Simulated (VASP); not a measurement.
# LiF (Pm-3m) in VASP: notebook

LiF is run at these levels: LDA, r2SCAN; tasks: single point.

Everything below comes from runs of VASP 6.6.1. Logs are shortened: lines on timing, memory, paths and dates and some standing lists are left out, and cuts for length are marked.

### Step 1. The cell of the first run

Symmetry: Pm-3m, No. 221, cubic system. Conventional cell: a = 2.516 Å, b = 2.516 Å, c = 2.516 Å, α = 90.00°, β = 90.00°, γ = 90.00°. Li (site symmetry m-3m) has 8 F at 2.18 Å and 6 Li at 2.52 Å within 2.9 Å. F (site symmetry m-3m) has 8 Li at 2.18 Å and 6 F at 2.52 Å within 2.9 Å.

### Step 2. Single point, LDA

Input file INCAR:

```
SYSTEM = LiF
ALGO = Normal
EDIFF = 1E-6
ENCUT = 520
GGA = CA
ISIF = 2
ISMEAR = 0
LASPH = .TRUE.
LCHARG = .FALSE.
LREAL = .FALSE.
LWAVE = .FALSE.
NBANDS = 12
NELM = 80
PREC = Accurate
SIGMA = 0.01
```

Input file KPOINTS:

```
k-points
0
G
  8 8 8
  0 0 0
```

Input file POSCAR:

```
LiF
1.0
    2.5162584444      0.0000000000      0.0000000000
    0.0000000000      2.5162584444      0.0000000000
    0.0000000000      0.0000000000      2.5162584444
Li F
1 1
Direct
    0.0000000000      0.0000000000      0.0000000000
    0.5000000000      0.5000000000      0.5000000000
```

Potentials or basis: VASP PAW LDA potentials, release 64 (Li_sv, F).

Launch:

```sh
$ cat potpaw_LDA.64/Li_sv/POTCAR potpaw_LDA.64/F/POTCAR > POTCAR
$ mpirun -np 1 vasp_std > vasp.out
```

OUTCAR:

```text
SYSTEM = LiF
   EDIFF = 1E-6
   ENCUT = 520
   GGA = CA
   ISIF = 2
   ISMEAR = 0
   LASPH = .TRUE.
   LREAL = .FALSE.
   NELM = 80
   PREC = Accurate

 ion  position               nearest neighbor table
   1  0.000  0.000  0.000-   2 2.18   2 2.18   2 2.18   2 2.18   2 2.18   2 2.18   2 2.18   2 2.18

   2  0.500  0.500  0.500-   1 2.18   1 2.18   1 2.18   1 2.18   1 2.18   1 2.18   1 2.18   1 2.18

  LATTYP: Found a simple cubic cell.
 ALAT       =     2.5162584444

  Lattice vectors:

 A1 = (   2.5162584444,   0.0000000000,   0.0000000000)
 A2 = (   0.0000000000,   2.5162584444,   0.0000000000)
 A3 = (   0.0000000000,   0.0000000000,   2.5162584444)

Analysis of symmetry for initial positions (statically):
=====================================================================
 Subroutine PRICEL returns:
 Original cell was already a primitive cell.

 Routine SETGRP: Setting up the symmetry group for a
 simple cubic supercell.

 Subroutine GETGRP returns: Found 48 space group operations
 (whereof 48 operations were pure point group operations)
 out of a pool of 48 trial point group operations.

The static configuration has the point symmetry O_h .

Analysis of symmetry for dynamics (positions and initial velocities):
=====================================================================
 Subroutine PRICEL returns:
 Original cell was already a primitive cell.

 Routine SETGRP: Setting up the symmetry group for a
 simple cubic supercell.

 Subroutine GETGRP returns: Found 48 space group operations
 (whereof 48 operations were pure point group operations)
 out of a pool of 48 trial point group operations.

The dynamic configuration has the point symmetry O_h .

 Subroutine INISYM returns: Found 48 space group operations
 (whereof 48 operations are pure point group operations),
 and found     1 'primitive' translations

----------------------------------------------------------------------------------------

                                     Primitive cell

  volume of cell :      15.9318

  direct lattice vectors                    reciprocal lattice vectors
     2.516258444  0.000000000  0.000000000     0.397415457  0.000000000  0.000000000
     0.000000000  2.516258444  0.000000000     0.000000000  0.397415457  0.000000000
     0.000000000  0.000000000  2.516258444     0.000000000  0.000000000  0.397415457

  length of vectors
     2.516258444  2.516258444  2.516258444     0.397415457  0.397415457  0.397415457

  position of ions in fractional coordinates (direct lattice)
     0.000000000  0.000000000  0.000000000
     0.500000000  0.500000000  0.500000000

  ion indices of the primitive-cell ions
   primitive index   ion index
                 1           1
                 2           2

----------------------------------------------------------------------------------------

 KPOINTS: k-points

Automatic generation of k-mesh.
 Grid dimensions read from file:
 generate k-points for:    8    8    8

 Generating k-lattice:

  Cartesian coordinates                     Fractional coordinates (reciprocal lattice)
     0.049676932  0.000000000  0.000000000     0.125000000  0.000000000  0.000000000
     0.000000000  0.049676932  0.000000000     0.000000000  0.125000000  0.000000000
     0.000000000  0.000000000  0.049676932     0.000000000  0.000000000  0.125000000

  Length of vectors
     0.049676932  0.049676932  0.049676932

  Shift w.r.t. Gamma in fractional coordinates (k-lattice)
     0.000000000  0.000000000  0.000000000

 Subroutine IBZKPT returns following result:
 ===========================================

 Found     35 irreducible k-points:

 Following reciprocal coordinates:
            Coordinates               Weight
  0.000000  0.000000  0.000000      1.000000
  0.125000  0.000000  0.000000      6.000000
  0.250000  0.000000  0.000000      6.000000
  0.375000  0.000000  0.000000      6.000000
  0.500000  0.000000  0.000000      3.000000
  0.125000  0.125000  0.000000     12.000000
[... 16 lines left out ...]
  0.375000  0.375000  0.125000     24.000000
  0.500000  0.375000  0.125000     24.000000
 [... further k-points ...]
   k-points           NKPTS =     35   k-points in BZ     NKDIM =     35   number of bands    NBANDS=     12
   number of dos      NEDOS =    301   number of ions     NIONS =      2
   total plane-waves  NPLWV =   8000
   dimension x,y,z NGX =    20 NGY =   20 NGZ =   20
   dimension x,y,z NGXF=    40 NGYF=   40 NGZF=   40
   ions per type =               1   1
   NGX,Y,Z   is equivalent  to a cutoff of  13.21, 13.21, 13.21 a.u.
   NGXF,Y,Z  is equivalent  to a cutoff of  26.43, 26.43, 26.43 a.u.
 SYSTEM =  LiF
   PREC   = accura    normal or accurate (medium, high low for compatibility)
   ISTART =      0    job   : 0-new  1-cont  2-samecut
   ICHARG =      2    charge: 1-file 2-atom 10-const
   ISPIN  =      1    spin polarized calculation?
   LNONCOLLINEAR =      F non collinear calculations
   LSORBIT =      F    spin-orbit coupling
   LASPH  =      T    aspherical Exc in radial PAW
   ENCUT  =  520.0 eV  38.22 Ry    6.18 a.u.   4.68  4.68  4.68*2*pi/ulx,y,z
   NELM   =     80;   NELMIN=  2; NELMDL= -5     # of ELM steps
   EDIFF  = 0.1E-05   stopping-criterion for ELM
   LREAL  =      F    real-space projection
   EDIFFG = 0.1E-04   stopping-criterion for IOM
   NSW    =      0    number of steps for IOM
   IBRION =     -1    ionic relax: 0-MD 1-quasi-New 2-CG
   NFREE  =      0    steps in history (QN), initial steepest desc. (CG)
   ISIF   =      2    stress and relaxation
   ISYM   =      2    0-nonsym 1-usesym 2-fastsym
   POTIM  = 0.5000    time-step for ionic-motion
   TEBEG  =    0.0;   TEEND  =   0.0 temperature during run
   PSTRESS=    0.0 pullay stress
   NELECT =      10.0000    total number of electrons
   NUPDOWN=      -1.0000    fix difference up-down
   EMIN   =  10.00;   EMAX   =-10.00  energy-range for DOS
   EFERMI =   0.00;   METHOD = LEGACY
   ISMEAR =     0;   SIGMA  =   0.01  broadening in eV -4-tet -1-fermi 0-gaus
   EFERMI_NEDOS =   21; number of points for ismear=-14 and -15
   IALGO  =     38    algorithm
   IMIX   =      4    mixing-type and parameters
     AMIX     =   0.40;   BMIX     =  1.00
     AMIX_MAG =   1.60;   BMIX_MAG =  1.00
  volume/ion in A,a.u.               =       7.97        53.76
  Fermi-wavevector in a.u.,A,eV,Ry     =   1.401693  2.648816 26.731957  1.964743
  Thomas-Fermi vector in A             =   2.524529
   LORBIT       =      0    0 simple, 1 ext, 2 COOP (PROOUT), +10 PAW based schemes
   GGA     = CA    functional components
   LHFCALC =     F    Hartree Fock is set to
   AEXX    =    0.0000 exact exchange contribution
   IVDW    =     0    specifies the selected vdW correction
   LEPSILON=     F    determine dielectric tensor
   LRPA    =     F    only Hartree local field effects (RPA)
 non-spin polarized calculation
 Gauss-broadening in eV      SIGMA  =   0.01
  energy-cutoff  :      520.00
  volume of cell :       15.93
 maximum number of plane-waves:       442
 NGX is ok and might be reduce to    20
   NGX =  9   NGY =  9   NGZ =  9

 number of electron      10.0000023 magnetization

 Free energy of the ion-electron system (eV)
  ---------------------------------------------------
  ext. energy  EPLUGINS =         0.00000000
  ---------------------------------------------------
  free energy    TOTEN  =        -9.90183336 eV

  energy without entropy =       -9.90183336  energy(sigma->0) =       -9.90183336

 E-fermi :   0.4326     XC(G=0): -10.8295

 val. band max:        0.1791086063   @ k =   0.5000   0.5000   0.0000
 cond. band min:       7.9203846568   @ k =   0.0000   0.0000   0.0000
 fundamental gap:      7.7412760505
 Fermi energy:         0.4325865096

 k-point     1 :       0.0000    0.0000    0.0000
  band No.  band energies     occupation
      1     -41.4221      2.00000
      2     -20.4557      2.00000
      3      -0.5617      2.00000
      4      -0.5617      2.00000
      5      -0.5617      2.00000
      6       7.9204      0.00000
      7      18.8985      0.00000
      8      18.8985      0.00000
      9      21.2702      0.00000
     10      21.2702      0.00000
     11      21.2702      0.00000
     12      39.1839      0.00000

 k-point     2 :       0.1250    0.0000    0.0000
  band No.  band energies     occupation
      1     -41.4125      2.00000
      2     -20.3844      2.00000
      3      -1.1393      2.00000
      4      -0.5003      2.00000
      5      -0.5003      2.00000
      6       8.2628      0.00000
      7      17.1186      0.00000
      8      19.2676      0.00000
      9      21.1883      0.00000
     10      21.1883      0.00000
     11      24.0241      0.00000
     12      37.0454      0.00000

 k-point     3 :       0.2500    0.0000    0.0000
  band No.  band energies     occupation
      1     -41.3893      2.00000
      2     -20.2046      2.00000
      3      -2.3524      2.00000
      4      -0.3486      2.00000
      5      -0.3486      2.00000
      6       8.8500      0.00000
      7      15.4632      0.00000
      8      20.3738      0.00000
      9      20.9581      0.00000
     10      20.9581      0.00000
     11      28.5489      0.00000
     12      32.2499      0.00000
[... 286 lines left out ...]
 k-point    23 :       0.3750    0.3750    0.1250
  band No.  band energies     occupation
      1     -41.3119      2.00000
      2     -19.4264      2.00000
      3      -2.9661      2.00000
      4      -2.8975      2.00000
      5      -0.3544      2.00000
      6      12.3846      0.00000
      7      13.8179      0.00000
      8      13.9929      0.00000
      9      22.0509      0.00000
     10      23.0991      0.00000
     11      28.0470      0.00000
     12      29.8665      0.00000

 k-point    24 :       0.5000    0.3750    0.1250
  band No.  band energies     occupation
      1     -41.3039      2.00000
      2     -19.3320      2.00000
      3      -3.3292      2.00000
      4      -2.8571      2.00000
      5      -0.2860      2.00000
      6      12.8466      0.00000
      7      13.2990      0.00000
      8      13.9059      0.00000
      9      21.4132      0.00000
     10      23.5939      0.00000
     11      27.6539      0.00000
     12      29.2714      0.00000

 [... further k-points ...]

------------------------ aborting loop because EDIFF is reached ----------------------------------------

  FORCE on cell =-STRESS in cart. coord.  units (eV):
  Direction    XX          YY          ZZ          XY          YZ          ZX
  --------------------------------------------------------------------------------------
  -------------------------------------------------------------------------------------
  Total       -0.4893064     -0.4893064     -0.4893064      0.0000000      0.0000000      0.0000000
  in kB      -49.2068694    -49.2068694    -49.2068694      0.0000000      0.0000000      0.0000000
  external PRESSURE =     -49.2068694 kB  Pullay stress =       0.0000000 kB

 VOLUME and BASIS-vectors are now :
 -----------------------------------------------------------------------------
  energy-cutoff  :      520.00
  volume of cell :       15.93
      direct lattice vectors                 reciprocal lattice vectors
     2.516258444  0.000000000  0.000000000     0.397415457  0.000000000  0.000000000
     0.000000000  2.516258444  0.000000000     0.000000000  0.397415457  0.000000000
     0.000000000  0.000000000  2.516258444     0.000000000  0.000000000  0.397415457

 POSITION                                       TOTAL-FORCE (eV/Angst)
 -----------------------------------------------------------------------------------
      0.00000      0.00000      0.00000         0.000000      0.000000      0.000000
      1.25813      1.25813      1.25813         0.000000      0.000000      0.000000
 -----------------------------------------------------------------------------------
    total drift:                                0.000000      0.000000      0.000000

  FREE ENERGIE OF THE ION-ELECTRON SYSTEM (eV)
  ---------------------------------------------------
  free  energy   TOTEN  =        -9.9018333628 eV

  energy  without entropy=       -9.9018333628  energy(sigma->0) =       -9.90183336
```

Run time: 3.1 s. Hardware: 1 thread of AMD EPYC 9R45 (Zen 5), shared host; peak memory 0.08 GiB.

Results:

- Free energy: -9.9018 eV
- Band gap on the k mesh: 7.74 eV (least direct gap 8.48 eV)

Caveat: the cutoff is under 1.25 times the usual one of these potentials, so pressure, stress and relaxed cells hold a basis-set (Pulay) error.

### Step 3. Single point, r2SCAN

POSCAR is that of step 2.

Input file INCAR.step1:

```
SYSTEM = LiF
ALGO     = Normal         ! electronic algorithm
EDIFF    = 1E-4           ! SCF threshold, eV
ENCUT    = 520            ! plane-wave cutoff, eV
GGA      = PE             ! functional
ISMEAR   = 0              ! smearing method
LASPH    = .TRUE.         ! aspherical terms in the spheres
LCHARG   = .FALSE.        ! write CHGCAR
LREAL    = .FALSE.        ! projectors in reciprocal space
LWAVE    = .TRUE.         ! write WAVECAR
NBANDS   = 12             ! bands
NELM     = 60             ! most SCF steps
PREC     = Accurate       ! precision mode
SIGMA    = 0.01           ! smearing width, eV
```

Input file INCAR.step2:

```
SYSTEM = LiF
ALGO     = Normal         ! electronic algorithm
EDIFF    = 1E-6           ! SCF threshold, eV
ENCUT    = 520            ! plane-wave cutoff, eV
ISIF     = 2              ! what is computed and relaxed
ISMEAR   = 0              ! smearing method
ISTART   = 1            
LASPH    = .TRUE.         ! aspherical terms in the spheres
LCHARG   = .TRUE.         ! write CHGCAR
LELF     = .TRUE.         ! ELF
LMIXTAU  = .TRUE.       
LREAL    = .FALSE.        ! projectors in reciprocal space
LVHAR    = .TRUE.       
LWAVE    = .FALSE.        ! write WAVECAR
METAGGA  = R2SCAN         ! meta-GGA
NBANDS   = 12             ! bands
NELM     = 60             ! most SCF steps
PREC     = Accurate       ! precision mode
SIGMA    = 0.01           ! smearing width, eV
```

KPOINTS is that of step 2.

Potentials or basis: VASP PAW PBE potentials, release 64 (Li_sv, F).

Launch:

```sh
$ cat potpaw_PBE.64/Li_sv/POTCAR potpaw_PBE.64/F/POTCAR > POTCAR
$ cp INCAR.step1 INCAR
$ mpirun -np 1 vasp_std > vasp.out
$ cp INCAR.step2 INCAR
$ mpirun -np 1 vasp_std > vasp.out
```

Wall time 19 s (1 thread of AMD EPYC 9R45 (Zen 5), shared host); peak memory 0.09 GiB.

The run converged. Its results:

| Property | Result |
| --- | --- |
| Free energy | -11.2734 eV |
| Band gap on the k mesh | 9.12 eV (least direct gap 9.86 eV) |

Levels at points of the mesh, in eV from the valence-band top:
```tsv
k point	band 1	band 2	band 3	band 4	band 5	band 6	band 7	band 8	band 9	band 10
(0.00, 0.00, 0.00)	-43.99	-22.16	-0.74	-0.74	-0.74	9.12	20.21	20.21	23.34	23.34
(0.50, 0.00, 0.00)	-43.94	-21.67	-3.91	-0.31	-0.31	10.43	15.97	22.44	22.44	25.96
(0.50, 0.50, 0.00)	-43.89	-21.08	-3.51	-3.51	0.00	14.95	15.30	15.30	21.14	26.78
(0.50, 0.50, 0.50)	-43.85	-20.60	-2.47	-2.47	-2.47	12.33	12.33	12.33	26.39	26.39
```

Caveat: the cutoff is under 1.25 times the usual one of these potentials, so pressure, stress and relaxed cells hold a basis-set (Pulay) error; the PAW data sets were made with another functional, which shifts forces and pressure a little. A k mesh can miss the band edges.

### Step 4. Single point, r2SCAN

POSCAR is that of step 3.

Input file INCAR.step1:

```
PREC     = Accurate       # precision mode
ENCUT    = 520            # plane-wave cutoff, eV
ISMEAR   = 0              # smearing method
SIGMA    = 0.01           # smearing width, eV
LREAL    = F              # projectors in reciprocal space
LASPH    = T              # aspherical terms in the spheres
NELM     = 60             # most SCF steps
NBANDS   = 12             # bands
GGA      = PE             # functional
ALGO     = Normal         # electronic algorithm
EDIFF    = 1E-4           # SCF threshold, eV
LWAVE    = T              # write WAVECAR
LCHARG   = F              # write CHGCAR
```

Input file INCAR.step2:

```
PREC     = Accurate       # precision mode
ENCUT    = 520            # plane-wave cutoff, eV
EDIFF    = 1E-7           # SCF threshold, eV
ISMEAR   = 0              # smearing method
SIGMA    = 0.01           # smearing width, eV
LREAL    = F              # projectors in reciprocal space
LASPH    = T              # aspherical terms in the spheres
NELM     = 60             # most SCF steps
ALGO     = Normal         # electronic algorithm
ISIF     = 2              # what is computed and relaxed
LWAVE    = F              # write WAVECAR
LCHARG   = T              # write CHGCAR
METAGGA  = R2SCAN         # meta-GGA
LMIXTAU  = T            
LELF     = T              # ELF
LVHAR    = T            
NBANDS   = 12             # bands
ISTART   = 1
```

Input file KPOINTS:

```
Automatic mesh
0
Gamma
  8 8 8
```

Launch:

```sh
$ cat potpaw_PBE.64/Li_sv/POTCAR potpaw_PBE.64/F/POTCAR > POTCAR
$ cp INCAR.step1 INCAR
$ mpirun -np 1 vasp_std > vasp.out
$ cp INCAR.step2 INCAR
$ mpirun -np 1 vasp_std > vasp.out
```

Wall time 22 s (1 thread of AMD EPYC 9R45 (Zen 5), shared host); peak memory 0.09 GiB.

Results (log left out):

```yaml
Free_energy: -11.2734 eV
Band_gap_on_the_k_mesh: 9.12 eV (least direct gap 9.86 eV)
```

Levels at points of the mesh, in eV from the valence-band top:
| k point | band 3 | band 4 | band 5 | band 6 | band 7 | band 8 |
| --- | --- | --- | --- | --- | --- | --- |
| (0.00, 0.00, 0.00) | -0.74 | -0.74 | -0.74 | 9.12 | 20.21 | 20.21 |
| (0.50, 0.00, 0.00) | -3.90 | -0.31 | -0.31 | 10.43 | 15.97 | 22.44 |
| (0.50, 0.50, 0.00) | -3.51 | -3.51 | 0.00 | 14.95 | 15.30 | 15.30 |
| (0.50, 0.50, 0.50) | -2.47 | -2.47 | -2.47 | 12.33 | 12.33 | 12.33 |

Caveat: the cutoff is under 1.25 times the usual one of these potentials, so pressure, stress and relaxed cells hold a basis-set (Pulay) error; the PAW data sets were made with another functional, which shifts forces and pressure a little. A k mesh can miss the band edges.
